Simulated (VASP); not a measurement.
A run of VASP 6.6.1:

File INCAR:

```
SYSTEM = P
ALGO = Normal
EDIFF = 1E-6
ENCUT = 520
GGA = CA
ISIF = 2
ISMEAR = 0
LASPH = .TRUE.
LCHARG = .TRUE.
LELF = .TRUE.
LREAL = .FALSE.
LVHAR = .TRUE.
LWAVE = .FALSE.
NBANDS = 8
NELM = 80
PREC = Accurate
SIGMA = 0.15
```

File KPOINTS:

```
k-points
0
G
  12 12 12
  0 0 0
```

File POSCAR:

```
P
1.0
    4.2729048574      0.0534113107      0.0000000000
    0.0534113107      4.2729048574      0.0000000000
    0.0000000000      0.0000000000      4.3780000000
P
1
Direct
    0.0000000000      0.0000000000      0.0000000000
```

Potentials or basis: VASP PAW LDA potentials, release 64 (P).

The run is started by

```bash
$ cat potpaw_LDA.64/P/POTCAR > POTCAR
$ mpirun -np 1 vasp_std > vasp.out
```

Hardware: 1 thread of Intel(R) Xeon(R) Platinum 8488C (Sapphire Rapids) (shared host).

Question: How long does it take, and how much memory?

Answer: Wall time 61 s on 1 thread of Intel(R) Xeon(R) Platinum 8488C (Sapphire Rapids), with other jobs on the host, peak memory 0.27 GiB. Counts: scf iterations 11, k points 301.
